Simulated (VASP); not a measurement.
# BaS (Fm-3m) in VASP: notebook

Aim: see how the results for BaS move with the level of theory and the settings. Levels: PBE, HSE06. Tasks: single point.

Everything below comes from runs of VASP 6.6.1. Logs are shortened: lines on timing, memory, paths and dates and some standing lists are left out, and cuts for length are marked.

### 1 The cell of the first run

Symmetry: Fm-3m, No. 225, cubic system. Conventional cell: a = 6.424 Å, b = 6.424 Å, c = 6.424 Å, α = 90.00°, β = 90.00°, γ = 90.00°. Ba (site symmetry m-3m) has 6 S at 3.21 Å within 4.2 Å. Within 4.2 Å of S (site symmetry m-3m) lie 6 Ba at 3.21 Å.

### 2 Single point, PBE

File INCAR:

```
SYSTEM = BaS
ALGO = Normal
EDIFF = 1E-6
ENCUT = 520
GGA = PE
ISIF = 2
ISMEAR = 0
LASPH = .True.
LCHARG = .True.
LELF = .True.
LREAL = .False.
LVHAR = .True.
LWAVE = .False.
NBANDS = 15
NELM = 100
PREC = Accurate
SIGMA = 0.01
```

File KPOINTS:

```
k-points
0
Gamma
  6 6 6
  0 0 0
```

File POSCAR:

```
BaS
1.0
    0.0000000000      3.2117958731      3.2117958731
    3.2117958731      0.0000000000      3.2117958731
    3.2117958731      3.2117958731      0.0000000000
Ba S
1 1
Direct
    0.0000000000      0.0000000000      0.0000000000
    0.5000000000      0.5000000000      0.5000000000
```

Potentials or basis: VASP PAW PBE potentials, release 64 (Ba_sv, S).

Command:

```
> cat potpaw_PBE.64/Ba_sv/POTCAR potpaw_PBE.64/S/POTCAR > POTCAR
> mpirun -np 1 vasp_std > vasp.out
```

OUTCAR:

```text
SYSTEM = BaS
   EDIFF = 1E-6
   ENCUT = 520
   GGA = PE
   ISIF = 2
   ISMEAR = 0
   LASPH = .True.
   LREAL = .False.
   NELM = 100
   PREC = Accurate

 ion  position               nearest neighbor table
   1  0.000  0.000  0.000-   2 3.21   2 3.21   2 3.21   2 3.21   2 3.21   2 3.21
   2  0.500  0.500  0.500-   1 3.21   1 3.21   1 3.21   1 3.21   1 3.21   1 3.21

  LATTYP: Found a face centered cubic cell.
 ALAT       =     6.4235917462

  Lattice vectors:

 A1 = (   0.0000000000,   3.2117958731,   3.2117958731)
 A2 = (   3.2117958731,   0.0000000000,   3.2117958731)
 A3 = (   3.2117958731,   3.2117958731,   0.0000000000)

Analysis of symmetry for initial positions (statically):
=====================================================================
 Subroutine PRICEL returns:
 Original cell was already a primitive cell.

 Routine SETGRP: Setting up the symmetry group for a
 face centered cubic supercell.

 Subroutine GETGRP returns: Found 48 space group operations
 (whereof 48 operations were pure point group operations)
 out of a pool of 48 trial point group operations.

The static configuration has the point symmetry O_h .

Analysis of symmetry for dynamics (positions and initial velocities):
=====================================================================
 Subroutine PRICEL returns:
 Original cell was already a primitive cell.

 Routine SETGRP: Setting up the symmetry group for a
 face centered cubic supercell.

 Subroutine GETGRP returns: Found 48 space group operations
 (whereof 48 operations were pure point group operations)
 out of a pool of 48 trial point group operations.

The dynamic configuration has the point symmetry O_h .

 Subroutine INISYM returns: Found 48 space group operations
 (whereof 48 operations are pure point group operations),
 and found     1 'primitive' translations

----------------------------------------------------------------------------------------

                                     Primitive cell

  volume of cell :      66.2634

  direct lattice vectors                    reciprocal lattice vectors
     0.000000000  3.211795873  3.211795873    -0.155676145  0.155676145  0.155676145
     3.211795873  0.000000000  3.211795873     0.155676145 -0.155676145  0.155676145
     3.211795873  3.211795873  0.000000000     0.155676145  0.155676145 -0.155676145

  length of vectors
     4.542165283  4.542165283  4.542165283     0.269638993  0.269638993  0.269638993

  position of ions in fractional coordinates (direct lattice)
     0.000000000  0.000000000  0.000000000
     0.500000000  0.500000000  0.500000000

  ion indices of the primitive-cell ions
   primitive index   ion index
                 1           1
                 2           2

----------------------------------------------------------------------------------------

 KPOINTS: k-points

Automatic generation of k-mesh.
 Grid dimensions read from file:
 generate k-points for:    6    6    6

 Generating k-lattice:

  Cartesian coordinates                     Fractional coordinates (reciprocal lattice)
    -0.025946024  0.025946024  0.025946024     0.166666667  0.000000000  0.000000000
     0.025946024 -0.025946024  0.025946024     0.000000000  0.166666667  0.000000000
     0.025946024  0.025946024 -0.025946024     0.000000000  0.000000000  0.166666667

  Length of vectors
     0.044939832  0.044939832  0.044939832

  Shift w.r.t. Gamma in fractional coordinates (k-lattice)
     0.000000000  0.000000000  0.000000000

 Subroutine IBZKPT returns following result:
 ===========================================

 Found     16 irreducible k-points:

 Following reciprocal coordinates:
            Coordinates               Weight
  0.000000  0.000000  0.000000      1.000000
  0.166667  0.000000  0.000000      8.000000
  0.333333  0.000000  0.000000      8.000000
  0.500000  0.000000  0.000000      4.000000
  0.166667  0.166667  0.000000      6.000000
  0.333333  0.166667  0.000000     24.000000
[... 8 lines left out ...]
 -0.333333  0.333333  0.166667     24.000000
 -0.333333  0.500000  0.166667     12.000000
   k-points           NKPTS =     16   k-points in BZ     NKDIM =     16   number of bands    NBANDS=     15
   number of dos      NEDOS =    301   number of ions     NIONS =      2
   total plane-waves  NPLWV =  46656
   dimension x,y,z NGX =    36 NGY =   36 NGZ =   36
   dimension x,y,z NGXF=    72 NGYF=   72 NGZF=   72
   ions per type =               1   1
   NGX,Y,Z   is equivalent  to a cutoff of  13.18, 13.18, 13.18 a.u.
   NGXF,Y,Z  is equivalent  to a cutoff of  26.35, 26.35, 26.35 a.u.
 SYSTEM =  BaS
   PREC   = accura    normal or accurate (medium, high low for compatibility)
   ISTART =      0    job   : 0-new  1-cont  2-samecut
   ICHARG =      2    charge: 1-file 2-atom 10-const
   ISPIN  =      1    spin polarized calculation?
   LNONCOLLINEAR =      F non collinear calculations
   LSORBIT =      F    spin-orbit coupling
   LASPH  =      T    aspherical Exc in radial PAW
   ENCUT  =  520.0 eV  38.22 Ry    6.18 a.u.   8.45  8.45  8.45*2*pi/ulx,y,z
   NELM   =    100;   NELMIN=  2; NELMDL= -5     # of ELM steps
   EDIFF  = 0.1E-05   stopping-criterion for ELM
   LREAL  =      F    real-space projection
   EDIFFG = 0.1E-04   stopping-criterion for IOM
   NSW    =      0    number of steps for IOM
   IBRION =     -1    ionic relax: 0-MD 1-quasi-New 2-CG
   NFREE  =      0    steps in history (QN), initial steepest desc. (CG)
   ISIF   =      2    stress and relaxation
   ISYM   =      2    0-nonsym 1-usesym 2-fastsym
   POTIM  = 0.5000    time-step for ionic-motion
   TEBEG  =    0.0;   TEEND  =   0.0 temperature during run
   PSTRESS=    0.0 pullay stress
   NELECT =      16.0000    total number of electrons
   NUPDOWN=      -1.0000    fix difference up-down
   EMIN   =  10.00;   EMAX   =-10.00  energy-range for DOS
   EFERMI =   0.00;   METHOD = LEGACY
   ISMEAR =     0;   SIGMA  =   0.01  broadening in eV -4-tet -1-fermi 0-gaus
   EFERMI_NEDOS =   21; number of points for ismear=-14 and -15
   IALGO  =     38    algorithm
   IMIX   =      4    mixing-type and parameters
     AMIX     =   0.40;   BMIX     =  1.00
     AMIX_MAG =   1.60;   BMIX_MAG =  1.00
  volume/ion in A,a.u.               =      33.13       223.58
  Fermi-wavevector in a.u.,A,eV,Ry     =   1.019429  1.926441 14.139651  1.039235
  Thomas-Fermi vector in A             =   2.152942
   LORBIT       =      0    0 simple, 1 ext, 2 COOP (PROOUT), +10 PAW based schemes
   GGA     = PE    functional components
   LHFCALC =     F    Hartree Fock is set to
   AEXX    =    0.0000 exact exchange contribution
   IVDW    =     0    specifies the selected vdW correction
   LEPSILON=     F    determine dielectric tensor
   LRPA    =     F    only Hartree local field effects (RPA)
 non-spin polarized calculation
 Gauss-broadening in eV      SIGMA  =   0.01
  energy-cutoff  :      520.00
  volume of cell :       66.26
 maximum number of plane-waves:      1807
 NGX is ok and might be reduce to    36
   NGX = 17   NGY = 17   NGZ = 17

 number of electron      16.0000002 magnetization

 Free energy of the ion-electron system (eV)
  ---------------------------------------------------
  ext. energy  EPLUGINS =         0.00000000
  ---------------------------------------------------
  free energy    TOTEN  =       -10.19189773 eV

  energy without entropy =      -10.19189773  energy(sigma->0) =      -10.19189773

 E-fermi :   1.4087     XC(G=0):  -8.5557

 val. band max:        1.3672213399   @ k =   0.0000   0.0000   0.0000
 cond. band min:       3.5019665793   @ k =   0.5000   0.5000   0.0000
 fundamental gap:      2.1347452393
 Fermi energy:         1.4086850739

 k-point     1 :       0.0000    0.0000    0.0000
  band No.  band energies     occupation
      1     -24.7617      2.00000
      2      -9.8191      2.00000
      3      -9.8191      2.00000
      4      -9.8191      2.00000
      5      -8.9673      2.00000
      6       1.3672      2.00000
      7       1.3672      2.00000
      8       1.3672      2.00000
      9       4.8846      0.00000
     10       5.2328      0.00000
     11       5.2328      0.00000
     12       5.2328      0.00000
     13       6.1410      0.00000
     14       6.1410      0.00000
     15      10.0724      0.00000

 k-point     2 :       0.1667    0.0000    0.0000
  band No.  band energies     occupation
      1     -24.7515      2.00000
      2     -10.2299      2.00000
      3      -9.8284      2.00000
      4      -9.8284      2.00000
      5      -8.5331      2.00000
      6       0.7266      2.00000
      7       1.0354      2.00000
      8       1.0354      2.00000
      9       5.2651      0.00000
     10       5.6333      0.00000
     11       5.6333      0.00000
     12       5.8538      0.00000
     13       6.8980      0.00000
     14       6.8980      0.00000
     15      11.1052      0.00000

 k-point     3 :       0.3333    0.0000    0.0000
  band No.  band energies     occupation
      1     -24.7309      2.00000
      2     -10.7034      2.00000
      3      -9.8467      2.00000
      4      -9.8467      2.00000
      5      -8.0089      2.00000
      6      -0.1702      2.00000
      7       0.5233      2.00000
      8       0.5233      2.00000
      9       5.8100      0.00000
     10       6.6960      0.00000
     11       6.6960      0.00000
     12       7.2946      0.00000
     13       8.6073      0.00000
     14       8.6073      0.00000
     15      11.6281      0.00000
[... 199 lines left out ...]
 k-point    15 :      -0.3333    0.3333    0.1667
  band No.  band energies     occupation
      1     -24.7113      2.00000
      2     -10.5459      2.00000
      3     -10.0708      2.00000
      4      -9.9794      2.00000
      5      -8.2319      2.00000
      6       0.1068      2.00000
      7       0.6721      2.00000
      8       0.7308      2.00000
      9       5.8045      0.00000
     10       5.9066      0.00000
     11       7.9037      0.00000
     12       8.2835      0.00000
     13       8.6494      0.00000
     14      10.6132      0.00000
     15      10.7132      0.00000

 k-point    16 :      -0.3333    0.5000    0.1667
  band No.  band energies     occupation
      1     -24.7082      2.00000
      2     -10.2458      2.00000
      3     -10.2066      2.00000
      4     -10.0693      2.00000
      5      -8.4884      2.00000
      6       0.4869      2.00000
      7       0.8242      2.00000
      8       0.9766      2.00000
      9       4.5738      0.00000
     10       6.8590      0.00000
     11       7.4720      0.00000
     12       8.2522      0.00000
     13       8.7872      0.00000
     14       9.5726      0.00000
     15      11.0728      0.00000

------------------------ aborting loop because EDIFF is reached ----------------------------------------

  FORCE on cell =-STRESS in cart. coord.  units (eV):
  Direction    XX          YY          ZZ          XY          YZ          ZX
  --------------------------------------------------------------------------------------
  -------------------------------------------------------------------------------------
  Total        0.2693318      0.2693318      0.2693318      0.0000000      0.0000000     -0.0000000
  in kB        6.5121491      6.5121491      6.5121491      0.0000000      0.0000000     -0.0000000
  external PRESSURE =       6.5121491 kB  Pullay stress =       0.0000000 kB

 VOLUME and BASIS-vectors are now :
 -----------------------------------------------------------------------------
  energy-cutoff  :      520.00
  volume of cell :       66.26
      direct lattice vectors                 reciprocal lattice vectors
     0.000000000  3.211795873  3.211795873    -0.155676145  0.155676145  0.155676145
     3.211795873  0.000000000  3.211795873     0.155676145 -0.155676145  0.155676145
     3.211795873  3.211795873  0.000000000     0.155676145  0.155676145 -0.155676145

 POSITION                                       TOTAL-FORCE (eV/Angst)
 -----------------------------------------------------------------------------------
      0.00000      0.00000      0.00000        -0.000000      0.000000      0.000000
      3.21180      3.21180      3.21180         0.000000     -0.000000     -0.000000
 -----------------------------------------------------------------------------------
    total drift:                                0.000000      0.000000      0.000000

  FREE ENERGIE OF THE ION-ELECTRON SYSTEM (eV)
  ---------------------------------------------------
  free  energy   TOTEN  =       -10.1918977288 eV

  energy  without entropy=      -10.1918977288  energy(sigma->0) =      -10.19189773
```

It took 11 s on 1 thread of Intel Xeon 6975P-C (Granite Rapids), shared host; peak memory 0.2 GiB.

Results:

```
Free energy            : -10.1919 eV
Pressure               : 0.7 GPa
Band gap on the k mesh : 2.13 eV, indirect (least direct gap 2.28 eV)
```

Caveat: spin-orbit coupling is left out, which moves the levels of the heavy elements. A k mesh can miss the band edges.

### 3 Single point, HSE06

POSCAR is that of step 2.

File INCAR.step1:

```
PREC = Accurate
ENCUT = 520
EDIFF = 1E-5
ISMEAR = 0
SIGMA = 0.01
LREAL = F
LASPH = T
NELM = 80
ALGO = Normal
ISIF = 2
LWAVE = T
LCHARG = F
NBANDS = 15
GGA = PE
```

File INCAR.step2:

```
PREC = Accurate
ENCUT = 520
EDIFF = 1E-6
ISMEAR = 0
SIGMA = 0.01
LREAL = F
LASPH = T
NELM = 80
ALGO = Normal
ISIF = 2
LWAVE = F
LCHARG = F
GGA = PE
LHFCALC = T
HFSCREEN = 0.2079
PRECFOCK = Normal
NBANDS = 15
ISTART = 1
```

File KPOINTS:

```
regular mesh
0
Gamma
  4 4 4
```

Potentials or basis: VASP PAW PBE potentials, release 64 (Ba_sv, S).

Command:

```
> cat potpaw_PBE.64/Ba_sv/POTCAR potpaw_PBE.64/S/POTCAR > POTCAR
> cp INCAR.step1 INCAR
> mpirun -np 1 vasp_std > vasp.out
> cp INCAR.step2 INCAR
> mpirun -np 1 vasp_std > vasp.out
```

OUTCAR:

```text
PREC = Accurate
   ENCUT = 520
   EDIFF = 1E-6
   ISMEAR = 0
   LREAL = F
   LASPH = T
   NELM = 80
   ISIF = 2
   GGA = PE
   LHFCALC = T
   HFSCREEN = 0.2079
   PRECFOCK = Normal
   ISTART = 1

 ion  position               nearest neighbor table
   1  0.000  0.000  0.000-   2 3.21   2 3.21   2 3.21   2 3.21   2 3.21   2 3.21
   2  0.500  0.500  0.500-   1 3.21   1 3.21   1 3.21   1 3.21   1 3.21   1 3.21

  LATTYP: Found a face centered cubic cell.
 ALAT       =     6.4235917462

  Lattice vectors:

 A1 = (   0.0000000000,   3.2117958731,   3.2117958731)
 A2 = (   3.2117958731,   0.0000000000,   3.2117958731)
 A3 = (   3.2117958731,   3.2117958731,   0.0000000000)

Analysis of symmetry for initial positions (statically):
=====================================================================
 Subroutine PRICEL returns:
 Original cell was already a primitive cell.

 Routine SETGRP: Setting up the symmetry group for a
 face centered cubic supercell.

 Subroutine GETGRP returns: Found 48 space group operations
[... 168 lines left out ...]
      3     -11.1557      2.00000
      4     -11.1557      2.00000
      5     -10.6946      2.00000
      6       0.7119      2.00000
      7       0.7119      2.00000
      8       0.7119      2.00000
      9       5.2081      0.00000
     10       5.6234      0.00000
     11       5.6234      0.00000
     12       5.6234      0.00000
     13       6.5571      0.00000
     14       6.5571      0.00000
[... 113 lines left out ...]
      2     -11.8162      2.00000
      3     -11.5060      2.00000
      4     -11.5060      2.00000
      5      -9.9061      2.00000
      6      -0.4599      2.00000
      7       0.1719      2.00000
      8       0.1719      2.00000
      9       6.0184      0.00000
     10       6.0184      0.00000
     11       8.1313      0.00000
     12       8.6926      0.00000
     13       9.4594      0.00000
     14      11.4702      0.00000
     15      12.5010      0.00000

------------------------ aborting loop because EDIFF is reached ----------------------------------------

  FORCE on cell =-STRESS in cart. coord.  units (eV):
  Direction    XX          YY          ZZ          XY          YZ          ZX
  --------------------------------------------------------------------------------------
  -------------------------------------------------------------------------------------
  Total        0.0899303      0.0899303      0.0899303      0.0000000      0.0000000     -0.0000000
  in kB        2.1744163      2.1744163      2.1744163      0.0000000      0.0000000     -0.0000000
  external PRESSURE =       2.1744163 kB  Pullay stress =       0.0000000 kB

 VOLUME and BASIS-vectors are now :
 -----------------------------------------------------------------------------
  energy-cutoff  :      520.00
  volume of cell :       66.26
      direct lattice vectors                 reciprocal lattice vectors
     0.000000000  3.211795873  3.211795873    -0.155676145  0.155676145  0.155676145
     3.211795873  0.000000000  3.211795873     0.155676145 -0.155676145  0.155676145
     3.211795873  3.211795873  0.000000000     0.155676145  0.155676145 -0.155676145

 POSITION                                       TOTAL-FORCE (eV/Angst)
 -----------------------------------------------------------------------------------
      0.00000      0.00000      0.00000        -0.000000      0.000000      0.000000
      3.21180      3.21180      3.21180         0.000000     -0.000000     -0.000000
 -----------------------------------------------------------------------------------
    total drift:                                0.000001      0.000001      0.000001

  FREE ENERGIE OF THE ION-ELECTRON SYSTEM (eV)
  ---------------------------------------------------
  free  energy   TOTEN  =       -11.5447253412 eV

  energy  without entropy=      -11.5447253412  energy(sigma->0) =      -11.54472534
```

It took 5.1 min on 1 thread of Intel Xeon 6975P-C (Granite Rapids), shared host; peak memory 0.31 GiB.

Results:

```yaml
Free_energy: -11.5447 eV
Pressure: 0.2 GPa
Band_gap_on_the_k_mesh: 3.05 eV, indirect (least direct gap 3.21 eV)
```

Caveat: the k points lie up to 0.42 Å⁻¹ apart; the PAW data sets were made with another functional, which shifts forces and pressure a little; spin-orbit coupling is left out, which moves the levels of the heavy elements. A k mesh can miss the band edges.
